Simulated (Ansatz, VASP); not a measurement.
Two plane-wave programs on BN

Contents of INCAR:

```
SYSTEM = BN
ALGO     = Normal         ! electronic algorithm
EDIFF    = 1E-6           ! SCF threshold, eV
ENCUT    = 520            ! plane-wave cutoff, eV
GGA      = PE             ! functional
ISIF     = 2              ! what is computed and relaxed
ISMEAR   = 0              ! smearing method
LASPH    = .True.         ! aspherical terms in the spheres
LCHARG   = .False.        ! write CHGCAR
LREAL    = .False.        ! projectors in reciprocal space
LWAVE    = .False.        ! write WAVECAR
NBANDS   = 16             ! bands
NELM     = 80             ! most SCF steps
PREC     = Accurate       ! precision mode
SIGMA    = 0.1            ! smearing width, eV
```

KPOINTS

```
k-points
0
Gamma
  3 3 1
  0 0 0
```

File POSCAR:

```
BN
1.0
    2.5319007168     -0.0019442481      0.0449363676
   -1.2676341267      2.2120149394     -0.0060386014
    0.0743711833      0.0313980459      4.1878553351
B N
2 2
Direct
    0.6666666667      0.3333333333      0.9997240000
    0.3333333333      0.6666666667      0.4997240000
    0.6666666667      0.3333333333      0.6252760000
    0.3333333333      0.6666666667      0.1252760000
```

Input for Ansatz:

```yaml
crystal:
  lattice:
    - [2.5319007168, -0.0019442481, 0.0449363676]
    - [-1.2676341267, 2.2120149394, -0.0060386014]
    - [0.0743711833, 0.0313980459, 4.1878553351]
  atoms:
    - { symbol: B, position: [0.6666666667, 0.3333333333, 0.999724] }
    - { symbol: B, position: [0.3333333333, 0.6666666667, 0.499724] }
    - { symbol: "N", position: [0.6666666667, 0.3333333333, 0.625276] }
    - { symbol: "N", position: [0.3333333333, 0.6666666667, 0.125276] }
basis:
  ecutwfc: 420
kpoints:
  mp_grid: { grid: [3, 3, 1] }
  band_path: { path: [VBM, CBM], npoints: 5 }
hamiltonian:
  xc: pbe
scf:
  occupations: { method: gaussian, width: 0.1 }
  algorithm: direct_min
  max_iter: 30
  convergence: { dr2_threshold: "1e-6 eV" }
output:
  forces: true
  stress: true
  eigenvalues: true
```

Alike in both runs: task single point; functional PBE; k mesh 3 × 3 × 1; occupations gaussian, width 0.1 eV; no spin polarisation.

|  | VASP | Ansatz |
| --- | --- | --- |
| version | VASP 6.6.1 | Ansatz 0.2.0 |
| potentials or method | VASP PAW PBE potentials, release 64 (B, N), cutoff 520 eV | scalar-relativistic, plane waves, PAW |
| valence electrons in the cell | 16 | 16 |

```csv
,VASP,Ansatz,Ansatz less VASP
gap on the k mesh at the Fermi level (eV),5.04,5.05,+0.017
least direct gap on the mesh (eV),8.08,8.09,+0.012
pressure (GPa),12.2,11.8,-0.38
"traceless stress, the component that is largest in VASP (GPa)",-22.00,-22.06,-0.060
rms of the force components (eV/Å),0.804,0.803,-0.0005
```

Atom by atom the forces differ by 0.003 eV/Å (rms over components). The functional is the same, so the differences come from potentials, cutoffs and numerics. Ansatz's warnings: force scf threshold loose, stress scf threshold loose.

The k mesh is coarse, so the values compare programs but aren't converged.
